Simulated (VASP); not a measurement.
TiIn2, 3 atoms in the cell. The structure is hexagonal, space group P6/mmm (No. 191). Conventional cell: a = 5.057 Å, b = 5.057 Å, c = 2.907 Å, α = 90.00°, β = 90.00°, γ = 120.00°. Within 3.8 Å of Ti (site symmetry 6/mmm) lie 2 Ti at 2.91 Å and 12 In at 3.26 Å. In (site symmetry -6m2) has 5 In at 2.91 to 2.92 Å and 6 Ti at 3.26 Å within 3.8 Å. 

- Program: VASP 6.6.1
- Task: relaxation of cell and atoms
- Functional: PBE
- Potentials or basis: VASP PAW PBE potentials, release 64 (Ti_sv, In_d)
- Cutoff: 600 eV
- k mesh: 6 × 6 × 6
- Occupations: gaussian, width 0.1 eV
- Spin: no spin polarisation
- Dipole correction: no
- Further INCAR settings: ALGO = Normal; EDIFF = 1e-07; IBRION = 2; EDIFFG = -0.04; NSW = 90; ISIF = 3

Potentials or basis: VASP PAW PBE potentials, release 64 (Ti_sv, In_d).

Command:

```console
$ cat potpaw_PBE.64/Ti_sv/POTCAR potpaw_PBE.64/In_d/POTCAR > POTCAR
$ mpirun -np 1 vasp_std > vasp.out
```

Hardware: 1 thread of AMD EPYC 7R43 64-Core Processor (Zen 3) (shared host).

Estimate the wall time of this run.

Run time: 5.7 min on 1 thread of AMD EPYC 7R43 64-Core Processor (Zen 3) (shared host), peak memory 0.17 GiB. Counts: scf iterations 56, k points 28, ion steps 5.
